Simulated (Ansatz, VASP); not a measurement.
This is a calculation of B for Ansatz 0.2.0.

Contents of input:

```
crystal:
  lattice:
    - [2.34611, 0.0, 0.0]
    - [0.0, 2.34611, 0.0]
    - [0.0, 0.0, 1.58579]
  atoms:
    - { symbol: B, position: [0.5, 0.5, 0.5] }
hamiltonian:
  xc: { exchange: pbe, correlation: pbe, exx: { coeff: 0.25, omega: 0.3 } }
  pseudopotentials: { kind: paw }
kpoints:
  mp_grid: { grid: [6, 6, 8] }
scf:
  occupations: { method: fermi_dirac, width: 0.05 }
output:
  forces: true
  stress: true
  eigenvalues: true
relax:
  f_tol: 0.01
  max_steps: 40
  cell: { stress_tol: 0.05 }
```

Translate it to VASP 6.6.1. Potentials there: VASP PAW PBE potentials, release 64 (B).

As run (the cutoff follows the program's own potentials):

Contents of POSCAR:

```
B
1.0
    2.3461100000      0.0000000000      0.0000000000
    0.0000000000      2.3461100000      0.0000000000
    0.0000000000      0.0000000000      1.5857900000
B
1
Direct
    0.5000000000      0.5000000000      0.5000000000
```

INCAR.step1

```
ALGO     = Normal         # electronic algorithm
EDIFF    = 1E-5           # SCF threshold, eV
ENCUT    = 600            # plane-wave cutoff, eV
GGA      = PE             # functional
ISMEAR   = -1             # smearing method
LASPH    = T              # aspherical terms in the spheres
LCHARG   = F              # write CHGCAR
LREAL    = F              # projectors in reciprocal space
LWAVE    = T              # write WAVECAR
NBANDS   = 8              # bands
NELM     = 100            # most SCF steps
PREC     = Accurate       # precision mode
SIGMA    = 0.05           # smearing width, eV
```

INCAR.step2

```
AEXX     = 0.25           # exact-exchange fraction
ALGO     = Normal         # electronic algorithm
EDIFF    = 1E-6           # SCF threshold, eV
EDIFFG   = -0.01          # ionic threshold
ENCUT    = 600            # plane-wave cutoff, eV
GGA      = PE             # functional
HFSCREEN = 0.3            # screening, 1/A
IBRION   = 2              # ionic algorithm
ISIF     = 3              # what is computed and relaxed
ISMEAR   = -1             # smearing method
ISTART   = 1            
LASPH    = T              # aspherical terms in the spheres
LCHARG   = F              # write CHGCAR
LHFCALC  = T              # exact exchange
LREAL    = F              # projectors in reciprocal space
LWAVE    = F              # write WAVECAR
NELM     = 100            # most SCF steps
NSW      = 60             # ionic steps
PREC     = Accurate       # precision mode
PRECFOCK = Normal       
SIGMA    = 0.05           # smearing width, eV
```

Contents of KPOINTS:

```
k-points
0
Gamma
  6 6 8
```

Potentials or basis: VASP PAW PBE potentials, release 64 (B).

The run is started by

```sh
$ cat potpaw_PBE.64/B/POTCAR > POTCAR
$ cp INCAR.step1 INCAR
$ mpirun -np 1 vasp_std > vasp.out
$ cp INCAR.step2 INCAR
$ mpirun -np 1 vasp_std > vasp.out
```

Both were run:

|  | VASP | Ansatz | Ansatz less VASP |
| --- | --- | --- | --- |
| gap on the k mesh at the Fermi level, each at its own relaxed structure (eV) | none | none | - |
| relaxed volume (Å³/atom) | 8.87 | 8.88 | +0.011 |
| relaxed cell length with the largest relative difference (Å) | 2.371 | 2.372 | +0.0011 |

VASP's potentials were made for PBE, not for PBE-based screened hybrid. A gap of «none» marks a metal or a gap that the smearing closes.

The k mesh is coarse, so the values compare programs but aren't converged. Noted on Ansatz's run: the plane-wave basis is chosen anew once the cell has moved, so the energies of steps on either side of that aren't comparable.
